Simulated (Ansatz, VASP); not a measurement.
Two plane-wave programs on TeOs

```
CELL_PARAMETERS angstrom
0.00000 2.73307 2.73307
2.73307 0.00000 2.73307
2.73307 2.73307 0.00000
ATOMIC_POSITIONS crystal
Os 0.50000 0.50000 0.50000
Te 0.02195 0.97805 0.02195
```

Alike in both runs: task single point; functional PBE; k mesh 10 × 10 × 10; occupations gaussian, width 0.05 eV; collinear spin.

|  | VASP | Ansatz |
| --- | --- | --- |
| version | VASP 6.6.1 | Ansatz 0.2.0 |
| potentials or method | VASP PAW PBE potentials, release 64 (Os, Te), cutoff 520 eV | scalar-relativistic, plane waves, PAW |
| valence electrons in the cell | 14 | 32 |

Ansatz gave:

- gap on the k mesh at the Fermi level (eV): none
- pressure (GPa): 0.8
- traceless stress, the component that is largest in VASP (GPa): 2.10
- rms of the force components (eV/Å): 0.107
- net moment per atom (μB): 0.00

Q: Estimate VASP's values.

A: gap on the k mesh at the Fermi level (eV): none; pressure (GPa): 0.8; traceless stress, the component that is largest in VASP (GPa): 2.07; rms of the force components (eV/Å): 0.109; net moment per atom (μB): 0.00.

Atom by atom the forces differ by 0.002 eV/Å (rms over components). A gap of «none» marks a metal or a gap that the smearing closes. VASP's potentials hold 14 valence electrons a cell and Ansatz's 32, so a difference there can come from the potentials and not from the codes. Ansatz's warnings: seeded moment not kept.

Neither program's run includes spin-orbit coupling.
